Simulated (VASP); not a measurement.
# TiAl in VASP: further runs, part 3 of 3

VASP 6.6.1. The steps go on from the part before.

**6. Single point, PBE (strained)**

INCAR

```
  ALGO = Fast
  EDIFF = 1E-7
  ENCUT = 520
  GGA = PE
  ISIF = 2
  ISMEAR = 0
  LASPH = T
  LCHARG = F
  LREAL = F
  LWAVE = F
  NBANDS = 14
  NELM = 100
  PREC = Accurate
  SIGMA = 0.1
```

KPOINTS

```
k-points
0
Gamma
  14 14 14
```

POSCAR

```
TiAl
1.0
    3.2015717731      0.0000000000      0.0000000000
    0.0000000000      3.2015717731      0.0000000000
    0.0000000000      0.0000000000      3.2015717731
Ti Al
1 1
Direct
    0.0000000000      0.0000000000      0.0000000000
    0.5000000000      0.5000000000      0.5000000000
```

Potentials or basis: VASP PAW PBE potentials, release 64 (Ti_sv, Al).

The run is started by

```
> cat potpaw_PBE.64/Ti_sv/POTCAR potpaw_PBE.64/Al/POTCAR > POTCAR
> mpirun -np 1 vasp_std > vasp.out
```

OUTCAR:

```text
EDIFF = 1E-7
   ENCUT = 520
   GGA = PE
   ISIF = 2
   ISMEAR = 0
   LASPH = T
   LREAL = F
   NELM = 100
   PREC = Accurate

 ion  position               nearest neighbor table
   1  0.000  0.000  0.000-   2 2.77   2 2.77   2 2.77   2 2.77   2 2.77   2 2.77   2 2.77   2 2.77

   2  0.500  0.500  0.500-   1 2.77   1 2.77   1 2.77   1 2.77   1 2.77   1 2.77   1 2.77   1 2.77

  LATTYP: Found a simple cubic cell.
 ALAT       =     3.2015717731

  Lattice vectors:

 A1 = (   3.2015717731,   0.0000000000,   0.0000000000)
 A2 = (   0.0000000000,   3.2015717731,   0.0000000000)
 A3 = (   0.0000000000,   0.0000000000,   3.2015717731)

Analysis of symmetry for initial positions (statically):
=====================================================================
 Subroutine PRICEL returns:
 Original cell was already a primitive cell.

 Routine SETGRP: Setting up the symmetry group for a
 simple cubic supercell.

 Subroutine GETGRP returns: Found 48 space group operations
 (whereof 48 operations were pure point group operations)
 out of a pool of 48 trial point group operations.

The static configuration has the point symmetry O_h .

Analysis of symmetry for dynamics (positions and initial velocities):
=====================================================================
 Subroutine PRICEL returns:
 Original cell was already a primitive cell.

 Routine SETGRP: Setting up the symmetry group for a
 simple cubic supercell.

 Subroutine GETGRP returns: Found 48 space group operations
 (whereof 48 operations were pure point group operations)
 out of a pool of 48 trial point group operations.

The dynamic configuration has the point symmetry O_h .

 Subroutine INISYM returns: Found 48 space group operations
 (whereof 48 operations are pure point group operations),
 and found     1 'primitive' translations

----------------------------------------------------------------------------------------

                                     Primitive cell

  volume of cell :      32.8163
[... 114 lines left out ...]
   GGA     = PE    functional components
   LHFCALC =     F    Hartree Fock is set to
   AEXX    =    0.0000 exact exchange contribution
   IVDW    =     0    specifies the selected vdW correction
   LEPSILON=     F    determine dielectric tensor
   LRPA    =     F    only Hartree local field effects (RPA)
 non-spin polarized calculation
 RMM-DIIS sequential band-by-band and
 Gauss-broadening in eV      SIGMA  =   0.10
  energy-cutoff  :      520.00
  volume of cell :       32.82
 maximum number of plane-waves:       912
 NGX is ok and might be reduce to    24
   NGX = 11   NGY = 11   NGZ = 11

 number of electron      14.9999995 magnetization

 Free energy of the ion-electron system (eV)
  ---------------------------------------------------
  ext. energy  EPLUGINS =         0.00000000
  ---------------------------------------------------
  free energy    TOTEN  =       -12.11392176 eV

  energy without entropy =      -12.10145275  energy(sigma->0) =      -12.10768726

 E-fermi :   8.5625     XC(G=0): -10.9962

 val. band max:        8.5498091163   @ k =   0.4286   0.0714   0.0714
 cond. band min:       8.5658997706   @ k =   0.2857   0.2857   0.0000
 fundamental gap:      0.0160906543
 Fermi energy:         8.5625439616

 k-point     1 :       0.0000    0.0000    0.0000
  band No.  band energies     occupation
      1     -48.3879      2.00000
      2     -24.5906      2.00000
      3     -24.5906      2.00000
      4     -24.5906      2.00000
      5      -0.6285      2.00000
      6       7.1620      2.00000
      7       7.1620      2.00000
      8      10.3097      0.00000
      9      10.3097      0.00000
     10      10.3097      0.00000
     11      12.8662      0.00000
     12      12.8662      0.00000
     13      12.8662      0.00000
     14      17.2298      0.00000
[... 377 lines left out ...]
      1     -48.3719      2.00000
      2     -24.7107      2.00000
      3     -24.6383      2.00000
      4     -24.5739      2.00000
      5       1.8268      2.00000
      6       5.4152      2.00000
      7       7.4071      2.00000
      8       8.5058      1.57787
      9       9.0859      0.00000
     10       9.8869      0.00000
     11      11.3765      0.00000
     12      13.4499      0.00000
     13      15.9761      0.00000
     14      16.5612      0.00000

 [... further k-points ...]
[... 5 lines left out ...]
  --------------------------------------------------------------------------------------
  -------------------------------------------------------------------------------------
  Total       -0.3246901     -0.3246901     -0.3246901      0.0000000      0.0000000     -0.0000000
  in kB      -15.8522113    -15.8522113    -15.8522113      0.0000000      0.0000000     -0.0000000
  external PRESSURE =     -15.8522113 kB  Pullay stress =       0.0000000 kB

 VOLUME and BASIS-vectors are now :
 -----------------------------------------------------------------------------
  energy-cutoff  :      520.00
  volume of cell :       32.82
      direct lattice vectors                 reciprocal lattice vectors
     3.201571773  0.000000000  0.000000000     0.312346582  0.000000000  0.000000000
     0.000000000  3.201571773  0.000000000     0.000000000  0.312346582  0.000000000
     0.000000000  0.000000000  3.201571773     0.000000000  0.000000000  0.312346582

 POSITION                                       TOTAL-FORCE (eV/Angst)
 -----------------------------------------------------------------------------------
      0.00000      0.00000      0.00000         0.000000      0.000000      0.000000
      1.60079      1.60079      1.60079         0.000000      0.000000      0.000000
 -----------------------------------------------------------------------------------
    total drift:                                0.000000      0.000000      0.000000

  FREE ENERGIE OF THE ION-ELECTRON SYSTEM (eV)
  ---------------------------------------------------
  free  energy   TOTEN  =       -12.1139217606 eV

  energy  without entropy=      -12.1014527509  energy(sigma->0) =      -12.10768726
```

stdout:

```text
POSCAR found type information on POSCAR TiAl
 POSCAR found :  2 types and       2 ions
 scaLAPACK will be used
 LDA part: xc-table for (Slater+PW92), standard interpolation
 POSCAR, INCAR and KPOINTS ok, starting setup
 FFT: planning ... GRIDC
 FFT: planning ... GRID_SOFT
 FFT: planning ... GRID
 WAVECAR not read
 entering main loop
WARNING in EDDRMM: call to ZHEGV failed, returncode =   6  3     10
 num prob WARNING in EDDRMM: call to ZHEGV failed, returncode =   6  3     13
WARNING in EDDRMM: call to ZHEGV failed, returncode =   6  3      5
 num prob WARNING in EDDRMM: call to ZHEGV failed, returncode =   6  3      2
 num prob  num prob  num prob RMM:  25    -0.121139196796E+02   -0.61974E-06   -0.59556E-06  2973   0.600E-03    0.154E-04
 num prob WARNING in EDDRMM: call to ZHEGV failed, returncode =   8  4     14
WARNING in EDDRMM: call to ZHEGV failed, returncode =   8  4     13
WARNING in EDDRMM: call to ZHEGV failed, returncode =   8  4     12
 num prob RMM:  29    -0.121139212398E+02   -0.16618E-06   -0.18962E-06  2413   0.352E-03    0.646E-04
 num prob RMM:  32    -0.121139216645E+02   -0.12414E-06   -0.12400E-06  2474   0.264E-03    0.738E-04
WARNING in EDDRMM: call to ZHEGV failed, returncode =   6  3     11
WARNING in EDDRMM: call to ZHEGV failed, returncode =   6  3      8
```

Wall time 56 s (1 thread of Intel Xeon 6975P-C, shared host); peak memory 0.18 GiB.

What came out:

```yaml
Free_energy: -12.1139 eV
Pressure: -1.6 GPa
```

Caveat: the cell differs from its parent crystal (strained).

**7. The runs side by side**

| level | cell | k mesh | gap on the mesh (eV) | pressure (GPa) |
| --- | --- | --- | --- | --- |
| PBEsol | a = 3.154 Å, 2 atoms | 14 × 14 × 14 | none | 0.2 |
| PBE | a = 3.198 Å, 2 atoms | 14 × 14 × 14 | none | -1.2 |
| PBE | a = 3.336 Å, 2 atoms | 14 × 14 × 14 | none | -11.6 |
| PBE | a = 3.233, b = 3.281 Å, 2 atoms | 12 × 12 × 12 | none | -5.8 |
| PBE | a = 3.202 Å, 2 atoms | 14 × 14 × 14 | none | -1.6 |

Alike in all rows: task single point; potentials or basis VASP PAW PBE potentials, release 64 (Ti_sv, Al); no spin polarisation; cutoff (eV) 520; smearing gaussian 0.1 eV.

Caveats: the PAW data sets were made with another functional, which shifts forces and pressure a little (some runs).

Total energies depend on the potentials used, so only differences within one code and one set of settings carry meaning.
